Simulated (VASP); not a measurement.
# Al48N47 (a cell with a defect) in VASP: single point with PBEsol

Aim: the single point of Al48N47 (a cell with a defect) with PBEsol.

Everything below comes from runs of VASP 6.6.1. Logs are shortened: lines on timing, memory, paths and dates and some standing lists are left out, and cuts for length are marked.

**1. The cell of the first run**

The cell holds a defect, 95 atoms: a = 9.341 Å, b = 10.787 Å, c = 9.967 Å, α = 90.00°, β = 90.00°, γ = 90.00°.

**2. Single point, PBEsol**

Contents of INCAR:

```
ALGO = Normal
EDIFF = 1E-7
ENCUT = 520
GGA = PS
ISIF = 2
ISMEAR = -1
ISYM = 0
LASPH = T
LCHARG = F
LREAL = Auto
LWAVE = F
NBANDS = 242
NELECT = 380.0
NELM = 60
PREC = Accurate
SIGMA = 0.05
```

Contents of KPOINTS:

```
Automatic mesh
0
Gamma
  1 1 1
  0.25 0.25 0.25
```

Contents of POSCAR:

```
Al48N47
1.0
    9.3414480000      0.0000000000      0.0000000000
    0.0000000000     10.7865750000      0.0000000000
    0.0000000000      0.0000000000      9.9670570000
Al N
48 47
Direct
    0.1666520000      0.0835580000      0.2488890000
    0.1671100000      0.0831220000      0.7482470000
    0.9993570000      0.3337990000      0.2487450000
    0.0002010000      0.3339470000      0.7482280000
    0.4993330000      0.0835300000      0.2487490000
    0.5002340000      0.0841980000      0.7481810000
    0.3343460000      0.3357850000      0.2495770000
    0.3329220000      0.3334520000      0.7456920000
    0.1680300000      0.5835640000      0.2498810000
    0.1681560000      0.5835340000      0.7458330000
    0.9996690000      0.8328160000      0.2497010000
    0.0007090000      0.8334520000      0.7490460000
    0.8324970000      0.0829920000      0.2492830000
    0.8339070000      0.0850630000      0.7485500000
    0.6647040000      0.3342770000      0.2462840000
    0.6663690000      0.3347100000      0.7460810000
    0.4849930000      0.5768290000      0.2460130000
    0.5052260000      0.5857560000      0.7381380000
    0.3329290000      0.8320900000      0.2463690000
    0.3346260000      0.8330530000      0.7458990000
    0.8287680000      0.5836920000      0.2499990000
    0.8387090000      0.5841590000      0.7543510000
    0.6642350000      0.8298770000      0.2501710000
    0.6700070000      0.8375280000      0.7542620000
    0.0001430000      0.1667200000      0.4983660000
    0.0001270000      0.1667990000      0.9988600000
    0.3341350000      0.1673040000      0.4984310000
    0.3330430000      0.1679320000      0.9987360000
    0.1664770000      0.4171800000      0.4973110000
    0.1666390000      0.4170670000      0.9977170000
    0.9997900000      0.6671170000      0.4991610000
    0.0011350000      0.6663550000      0.0011970000
    0.6645990000      0.1698660000      0.4974920000
    0.6665230000      0.1676140000      0.9984420000
    0.4999130000      0.4336040000      0.4931830000
    0.4996050000      0.4165390000      0.9906290000
    0.3485710000      0.6584180000      0.4920000000
    0.3328580000      0.6671030000      0.9907870000
    0.1690190000      0.9141400000      0.4979280000
    0.1671780000      0.9164760000      0.9984830000
    0.8312210000      0.4193530000      0.4986650000
    0.8334250000      0.4162140000      0.9995260000
    0.6629740000      0.6640350000      0.5156340000
    0.6643720000      0.6657830000      0.9974940000
    0.5017100000      0.9145200000      0.4988180000
    0.4993410000      0.9178040000      0.9994920000
    0.8328460000      0.9166440000      0.4991660000
    0.8336790000      0.9170110000      0.0011970000
    0.9994170000      0.1664870000      0.1899810000
    0.0007400000      0.1673510000      0.6894590000
    0.3326180000      0.1673880000      0.1900090000
    0.3332440000      0.1658860000      0.6890120000
    0.1659110000      0.4167680000      0.1888310000
    0.1659790000      0.4165610000      0.6881060000
    0.9982010000      0.6661000000      0.1919190000
    0.0018200000      0.6674700000      0.6898330000
    0.6666120000      0.1663390000      0.1895140000
    0.6670710000      0.1676170000      0.6884240000
    0.4997680000      0.4114700000      0.1787010000
    0.4990160000      0.4158010000      0.6884480000
    0.3266440000      0.6700030000      0.1786340000
    0.3333290000      0.6669050000      0.6875170000
    0.1658620000      0.9172090000      0.1896470000
    0.1674870000      0.9167920000      0.6887340000
    0.8327230000      0.4163870000      0.1900420000
    0.8340440000      0.4182550000      0.6898690000
    0.6591450000      0.6633220000      0.1907980000
    0.6786610000      0.6731420000      0.7054040000
    0.4993320000      0.9170950000      0.1901330000
    0.5021990000      0.9173410000      0.6899350000
    0.8321540000      0.9156420000      0.1918930000
    0.8353410000      0.9192530000      0.6903090000
    0.1672690000      0.0821470000      0.4398280000
    0.1665390000      0.0833240000      0.9395590000
    0.9985310000      0.3336520000      0.4396460000
    0.9998680000      0.3330130000      0.9394610000
    0.5001440000      0.0825930000      0.4396680000
    0.4998860000      0.0844500000      0.9394950000
    0.3340670000      0.3339490000      0.4408900000
    0.3312590000      0.3329200000      0.9363430000
    0.1666620000      0.5841430000      0.4410040000
    0.1652440000      0.5827320000      0.9367100000
    0.0003200000      0.8340460000      0.4403600000
    0.9999800000      0.8333070000      0.9405780000
    0.8319490000      0.0845670000      0.4400350000
    0.8333790000      0.0835110000      0.9400330000
    0.6635360000      0.3380900000      0.4372630000
    0.6683360000      0.3330660000      0.9365050000
    0.4996430000      0.5834740000      0.9335480000
    0.3367720000      0.8293060000      0.4375200000
    0.3338230000      0.8353400000      0.9364390000
    0.8308880000      0.5854600000      0.4408400000
    0.8349510000      0.5827150000      0.9444180000
    0.6672990000      0.8303020000      0.4412740000
    0.6665890000      0.8355120000      0.9443960000
```

Potentials or basis: VASP PAW PBE potentials, release 64 (Al, N).

Launch:

```sh
cat potpaw_PBE.64/Al/POTCAR potpaw_PBE.64/N/POTCAR > POTCAR
mpirun -np 1 vasp_std > vasp.out
```

OUTCAR:

```text
EDIFF = 1E-7
   ENCUT = 520
   GGA = PS
   ISIF = 2
   ISMEAR = -1
   ISYM = 0
   LASPH = T
   LREAL = Auto
   NELECT = 380.0
   NELM = 60
   PREC = Accurate

 ion  position               nearest neighbor table
   1  0.167  0.084  0.249-  51 1.89  63 1.89  49 1.89  73 1.90  25 3.07  26 3.07  27 3.07  28 3.08
                            40 3.08  39 3.08   5 3.11   3 3.12  13 3.12  11 3.12  19 3.13   7 3.14
   2  0.167  0.083  0.748-  52 1.89  64 1.89  50 1.89  74 1.91  25 3.07  40 3.07  27 3.08  28 3.08
                            26 3.08  39 3.09  12 3.11   6 3.11  14 3.11   8 3.11  20 3.12   4 3.12
   3  0.999  0.334  0.249-  65 1.89  53 1.89  49 1.90  75 1.90  42 3.06  29 3.06  25 3.07  26 3.07
                            30 3.08  41 3.09   1 3.12   9 3.12  13 3.12  15 3.13   7 3.13  21 3.13
   4  0.000  0.334  0.748-  54 1.88  50 1.89  66 1.89  76 1.91  30 3.07  25 3.08  29 3.08  42 3.08
                            26 3.08  41 3.09  22 3.09  14 3.10   8 3.11  10 3.12  16 3.12   2 3.12
   5  0.499  0.084  0.249-  69 1.89  51 1.89  57 1.89  77 1.90  46 3.06  27 3.06  33 3.07  28 3.07
                            34 3.08  45 3.09   1 3.11  13 3.11  15 3.11  19 3.13   7 3.13  23 3.14
   6  0.500  0.084  0.748-  52 1.89  70 1.89  58 1.90  78 1.91  27 3.07  34 3.07  33 3.07  28 3.08
                            46 3.08  45 3.09  24 3.10   8 3.11   2 3.11  16 3.12  14 3.12  20 3.12
   7  0.334  0.336  0.250-  59 1.89  53 1.90  79 1.91  51 1.91  17 2.96  29 3.05  35 3.07  27 3.07
                            30 3.09  15 3.09  28 3.09   9 3.09   5 3.13   3 3.13  36 3.13   1 3.14
   8  0.333  0.333  0.746-  60 1.88  54 1.89  52 1.89  80 1.90  36 3.03  27 3.05  29 3.06  30 3.09
                            28 3.09  10 3.11   4 3.11   6 3.11   2 3.11  16 3.11  35 3.15  18 3.16
   9  0.168  0.584  0.250-  61 1.89  53 1.90  81 1.90  55 1.91  17 2.96  29 3.05  37 3.05  32 3.06
[... 124 lines left out ...]
  94  0.667  0.830  0.441-  45 1.88  47 1.90  23 1.90  43 1.94
  95  0.667  0.836  0.944-  48 1.88  46 1.88  24 1.90  44 1.91

IMPORTANT INFORMATION: All symmetrisations will be switched off!
NOSYMM: (Re-)initialisation of all symmetry stuff for point group C_1.

----------------------------------------------------------------------------------------

                                     Primitive cell

  volume of cell :    1004.3029

  direct lattice vectors                    reciprocal lattice vectors
     9.341448000  0.000000000  0.000000000     0.107049785  0.000000000  0.000000000
     0.000000000 10.786575000  0.000000000     0.000000000  0.092707834  0.000000000
     0.000000000  0.000000000  9.967057000     0.000000000  0.000000000  0.100330519

  length of vectors
     9.341448000 10.786575000  9.967057000     0.107049785  0.092707834  0.100330519

  position of ions in fractional coordinates (direct lattice)
     0.166652000  0.083558000  0.248889000
     0.167110000  0.083122000  0.748247000
     0.999357000  0.333799000  0.248745000
     0.000201000  0.333947000  0.748228000
     0.499333000  0.083530000  0.248749000
     0.500234000  0.084198000  0.748181000
[... 87 lines left out ...]
     0.667299000  0.830302000  0.441274000
     0.666589000  0.835512000  0.944396000

  ion indices of the primitive-cell ions
   primitive index   ion index
                 1           1
                 2           2
                 3           3
                 4           4
                 5           5
                 6           6
[... 87 lines left out ...]
                94          94
                95          95

----------------------------------------------------------------------------------------

 KPOINTS: Automatic mesh

Automatic generation of k-mesh.
 Grid dimensions read from file:
[... 31 lines left out ...]
   ions per type =              48  47
   NGX,Y,Z   is equivalent  to a cutoff of  12.46, 12.33, 13.34 a.u.
   NGXF,Y,Z  is equivalent  to a cutoff of  24.92, 24.66, 26.69 a.u.
 SYSTEM =  unknown system
   PREC   = accura    normal or accurate (medium, high low for compatibility)
   ISTART =      0    job   : 0-new  1-cont  2-samecut
   ICHARG =      2    charge: 1-file 2-atom 10-const
   ISPIN  =      1    spin polarized calculation?
   LNONCOLLINEAR =      F non collinear calculations
   LSORBIT =      F    spin-orbit coupling
   LASPH  =      T    aspherical Exc in radial PAW
   ENCUT  =  520.0 eV  38.22 Ry    6.18 a.u.  17.37 20.06 18.53*2*pi/ulx,y,z
   NELM   =     60;   NELMIN=  2; NELMDL= -5     # of ELM steps
   EDIFF  = 0.1E-06   stopping-criterion for ELM
   LREAL  =      T    real-space projection
   EDIFFG = 0.1E-05   stopping-criterion for IOM
   NSW    =      0    number of steps for IOM
   IBRION =     -1    ionic relax: 0-MD 1-quasi-New 2-CG
   NFREE  =      0    steps in history (QN), initial steepest desc. (CG)
   ISIF   =      2    stress and relaxation
   ISYM   =      0    0-nonsym 1-usesym 2-fastsym
   POTIM  = 0.5000    time-step for ionic-motion
   TEBEG  =    0.0;   TEEND  =   0.0 temperature during run
   PSTRESS=    0.0 pullay stress
   NELECT =     380.0000    total number of electrons
   NUPDOWN=      -1.0000    fix difference up-down
   EMIN   =  10.00;   EMAX   =-10.00  energy-range for DOS
   EFERMI =   0.00;   METHOD = LEGACY
   ISMEAR =    -1;   SIGMA  =   0.05  broadening in eV -4-tet -1-fermi 0-gaus
   EFERMI_NEDOS =   21; number of points for ismear=-14 and -15
   IALGO  =     38    algorithm
   IMIX   =      4    mixing-type and parameters
     AMIX     =   0.40;   BMIX     =  1.00
     AMIX_MAG =   1.60;   BMIX_MAG =  1.00
  volume/ion in A,a.u.               =      10.57        71.34
  Fermi-wavevector in a.u.,A,eV,Ry     =   1.184080  2.237587 19.075993  1.402046
  Thomas-Fermi vector in A             =   2.320302
   LORBIT       =      0    0 simple, 1 ext, 2 COOP (PROOUT), +10 PAW based schemes
   GGA     = PS    functional components
   LHFCALC =     F    Hartree Fock is set to
   AEXX    =    0.0000 exact exchange contribution
   IVDW    =     0    specifies the selected vdW correction
   LEPSILON=     F    determine dielectric tensor
   LRPA    =     F    only Hartree local field effects (RPA)
 non-spin polarized calculation
  energy-cutoff  :      520.00
  volume of cell :     1004.30
 maximum number of plane-waves:     27045
 NGX is ok and might be reduce to    70
   NGX = 35   NGY = 41   NGZ = 37

 number of electron     379.9999992 magnetization

 Free energy of the ion-electron system (eV)
  ---------------------------------------------------
  ext. energy  EPLUGINS =         0.00000000
  ---------------------------------------------------
  free energy    TOTEN  =      -727.24551328 eV

  energy without entropy =     -727.24301768  energy(sigma->0) =     -727.24426548

 E-fermi :   9.6480     XC(G=0): -11.0840

 val. band max:        9.3324520921   @ k =  -0.2500  -0.2500   0.2500
 cond. band min:       9.9659319268   @ k =  -0.2500  -0.2500   0.2500
 fundamental gap:      0.6334798347
 Fermi energy:         9.6480192864

 k-point     1 :       0.2500    0.2500    0.2500
  band No.  band energies     occupation
      1      -8.9857      2.00000
      2      -8.6015      2.00000
      3      -8.5285      2.00000
      4      -8.4691      2.00000
      5      -8.1689      2.00000
      6      -8.1269      2.00000
[... 809 lines left out ...]
    201      11.6431      0.00000
    202      11.8064      0.00000
 [bands above 202 left out]

------------------------ aborting loop because EDIFF is reached ----------------------------------------

  FORCE on cell =-STRESS in cart. coord.  units (eV):
  Direction    XX          YY          ZZ          XY          YZ          ZX
  --------------------------------------------------------------------------------------
  -------------------------------------------------------------------------------------
  Total        7.7567578      5.3088745     15.9177535      1.9127444      1.9611047      3.9177754
  in kB       12.3744556      8.4693158     25.3937973      3.0514258      3.1285757      6.2500775
  external PRESSURE =      15.4125229 kB  Pullay stress =       0.0000000 kB

 VOLUME and BASIS-vectors are now :
 -----------------------------------------------------------------------------
  energy-cutoff  :      520.00
  volume of cell :     1004.30
      direct lattice vectors                 reciprocal lattice vectors
     9.341448000  0.000000000  0.000000000     0.107049785  0.000000000  0.000000000
     0.000000000 10.786575000  0.000000000     0.000000000  0.092707834  0.000000000
     0.000000000  0.000000000  9.967057000     0.000000000  0.000000000  0.100330519

 POSITION                                       TOTAL-FORCE (eV/Angst)
 -----------------------------------------------------------------------------------
      1.55677      0.90130      2.48069         0.003691      0.002537     -0.001145
      1.56105      0.89660      7.45782         0.003586      0.002833     -0.003217
      9.33544      3.60055      2.47926         0.004650      0.002790      0.006341
      0.00188      3.60214      7.45763        -0.007087      0.003963      0.002282
      4.66449      0.90100      2.47930         0.003532      0.000603      0.003633
      4.67291      0.90821      7.45716         0.004072      0.003267     -0.000859
[... 87 lines left out ...]
      6.23354      8.95611      4.39820         0.009496      0.008463      0.001162
      6.22691      9.01231      9.41285         0.005509      0.000586     -0.001913
 -----------------------------------------------------------------------------------
    total drift:                               -0.015020     -0.009968     -0.018358

  FREE ENERGIE OF THE ION-ELECTRON SYSTEM (eV)
  ---------------------------------------------------
  free  energy   TOTEN  =      -727.2455132812 eV

  energy  without entropy=     -727.2430176802  energy(sigma->0) =     -727.24426548
```

Wall time 78 min (1 thread of Intel Xeon 8259CL, shared host); peak memory 1.2 GiB.

What came out:

| Property | Result |
| --- | --- |
| Free energy | -727.2455 eV |
| Largest force | 0.043 eV/Å |

Forces in eV/Å, atoms in the order of the input:
```
Al   0.004  0.003 -0.001
Al   0.004  0.003 -0.003
Al   0.005  0.003  0.006
Al  -0.007  0.004  0.002
Al   0.004  0.001  0.004
Al   0.004  0.003 -0.001
Al  -0.005 -0.004  0.001
Al   0.011  0.002 -0.004
Al   0.009  0.012  0.013
Al   0.012  0.006 -0.006
Al   0.007 -0.001  0.003
Al   0.005  0.004  0.001
Al  -0.002 -0.002  0.001
Al   0.000  0.004  0.002
Al   0.001 -0.001 -0.007
Al  -0.008 -0.002 -0.008
Al  -0.014  0.023 -0.001
Al   0.004  0.010 -0.016
Al   0.002 -0.004  0.004
Al   0.007 -0.004 -0.011
Al  -0.007  0.006 -0.002
Al   0.001  0.002  0.005
Al   0.000 -0.013  0.002
Al  -0.001 -0.002  0.005
Al  -0.003  0.002  0.002
Al   0.004 -0.005  0.002
Al   0.000 -0.001 -0.003
Al  -0.011 -0.005 -0.006
Al   0.011  0.002 -0.007
Al   0.001 -0.003 -0.005
Al   0.003  0.001  0.003
Al  -0.004 -0.001  0.002
Al   0.002  0.009 -0.011
Al   0.007 -0.012 -0.008
Al   0.009  0.023  0.020
Al  -0.002  0.006 -0.004
Al   0.021 -0.019 -0.019
Al  -0.002 -0.007  0.008
Al   0.017 -0.011 -0.001
Al   0.004 -0.001 -0.002
Al  -0.012 -0.004  0.001
Al  -0.005 -0.001  0.000
Al  -0.002 -0.014 -0.017
Al   0.003 -0.004  0.003
Al  -0.008 -0.005  0.001
Al   0.005  0.000  0.005
Al  -0.008 -0.009  0.000
Al  -0.006 -0.002  0.005
N   -0.001  0.002  0.000
N    0.000 -0.001 -0.001
N    0.000  0.003  0.000
N   -0.002  0.004  0.004
N   -0.003 -0.010  0.002
N   -0.002 -0.003  0.000
N   -0.008  0.005 -0.001
N    0.004  0.002  0.001
N   -0.002  0.004  0.000
N    0.000 -0.002  0.002
N    0.002  0.004  0.010
N    0.001 -0.013  0.002
N   -0.010 -0.003 -0.023
N   -0.007  0.005  0.003
N    0.000  0.001  0.000
N   -0.005 -0.002  0.000
N    0.003  0.003 -0.002
N    0.007 -0.006  0.003
N    0.007  0.001  0.005
N   -0.008 -0.005  0.014
N   -0.005  0.000 -0.005
N   -0.006  0.007  0.006
N   -0.003 -0.001 -0.002
N   -0.002  0.002  0.003
N    0.000  0.011 -0.004
N    0.002  0.003 -0.001
N   -0.003  0.002  0.000
N    0.001  0.003 -0.001
N    0.003  0.000 -0.005
N   -0.005 -0.001 -0.003
N   -0.015 -0.005 -0.002
N    0.002 -0.004  0.006
N   -0.037 -0.022 -0.005
N   -0.005 -0.004 -0.007
N   -0.004  0.003  0.002
N   -0.002  0.006 -0.002
N    0.000 -0.011  0.005
N    0.002  0.003  0.000
N    0.002 -0.007  0.006
N    0.003  0.002  0.016
N   -0.004 -0.002  0.007
N    0.002  0.016  0.005
N    0.001  0.002 -0.001
N    0.025  0.010  0.003
N   -0.006  0.000  0.004
N    0.009  0.008  0.001
N    0.006  0.001 -0.002
```

Caveat: the cell carries a net charge on a neutralising background, which shifts energy and pressure; the cell is charged against a uniform background, so pressure and absolute levels hang on convention; the PAW data sets were made with another functional, which shifts forces and pressure a little.
